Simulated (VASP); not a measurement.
Crystal: AlH5.

```
Al H
1.0
     1.83273   -3.26413    0.00000
     1.83273    3.26413    0.00000
     0.00000    0.00000    4.62189
Al H
1 5
Direct
  0.00000 0.00000 0.00000
  0.15860 0.84140 0.58750
  0.84140 0.15860 0.41250
  0.84140 0.15860 0.58750
  0.15860 0.84140 0.41250
  0.50000 0.50000 0.00000
```

The cell was generated, and may not be a known phase.

| Property | Result |
| --- | --- |
| Program | VASP 6.6.1 |
| Task | relaxation of cell and atoms |
| Functional | PBE |
| Potentials or basis | VASP PAW PBE potentials, release 64 (Al, H) |
| Cutoff | 600 eV |
| k mesh | 12 × 12 × 8 |
| Occupations | gaussian, width 0.1 eV |
| Spin | no spin polarisation |

At the start: pressure -0.7 GPa; volume 9.22 Å³/atom.

Problem. How do energy, volume and symmetry change on relaxing?

Solution. Over 25 steps the energy falls by 3.3 meV/atom and the volume is 8.76 Å³/atom (-4.9 %); space group Cmmm (No. 65, to 0.1 Å) before and after.

The path:
| step | energy change (eV) | largest force (eV/Å) | pressure (GPa) | volume (Å³) |
| --- | --- | --- | --- | --- |
| 1 | 0.0000 | 0.1129 | -0.67 | 55.30 |
| 2 | -0.0036 | 0.0381 | -0.89 | 54.99 |
| 3 | -0.0044 | 0.1377 | -1.02 | 54.77 |
| 4 | -0.0063 | 0.1181 | -0.89 | 54.56 |
| 5 | -0.0106 | 0.0596 | -0.48 | 53.92 |
| 6 | -0.0126 | 0.0858 | 0.36 | 52.65 |
| 7 | -0.0129 | 0.0500 | 0.16 | 52.96 |
| 8 | -0.0134 | 0.0399 | 0.13 | 52.90 |
| 9 | -0.0148 | 0.0277 | 0.02 | 52.70 |
| 10 | -0.0167 | 0.0549 | -0.18 | 52.32 |
| 11 | -0.0170 | 0.1308 | -0.31 | 51.53 |
| 12 | -0.0177 | 0.0865 | -0.28 | 51.94 |
| 13 | -0.0184 | 0.0474 | -0.11 | 51.80 |
| 14 | -0.0186 | 0.0253 | 0.04 | 51.68 |
| 15 | -0.0186 | 0.0251 | 0.05 | 51.68 |
| 16 | -0.0186 | 0.0238 | 0.05 | 51.68 |
| 17 | -0.0188 | 0.0201 | 0.06 | 51.69 |
| 18 | -0.0191 | 0.0129 | 0.08 | 51.70 |
| 19 | -0.0194 | 0.0052 | 0.12 | 51.73 |
| 20 | -0.0195 | 0.0021 | 0.11 | 51.85 |
| 21 | -0.0199 | 0.0117 | 0.06 | 52.21 |
| 22 | -0.0198 | 0.0371 | -0.01 | 52.94 |
| 23 | -0.0200 | 0.0224 | 0.03 | 52.51 |
| 24 | -0.0199 | 0.0321 | -0.15 | 52.66 |
| 25 | -0.0200 | 0.0022 | -0.04 | 52.57 |

Final structure:
```xyz
6
Lattice="1.7817 -3.3586 0.0000 1.7817 3.3586 0.0000 0.0000 0.0000 4.3927" Properties=species:S:1:pos:R:3 pbc="T T T"
Al    0.0000    0.0000    0.0000
H     1.7817    2.3239    2.6163
H     1.7817   -2.3239    1.7764
H     1.7817   -2.3239    2.6163
H     1.7817    2.3239    1.7764
H     1.7817    0.0000    0.0000
```
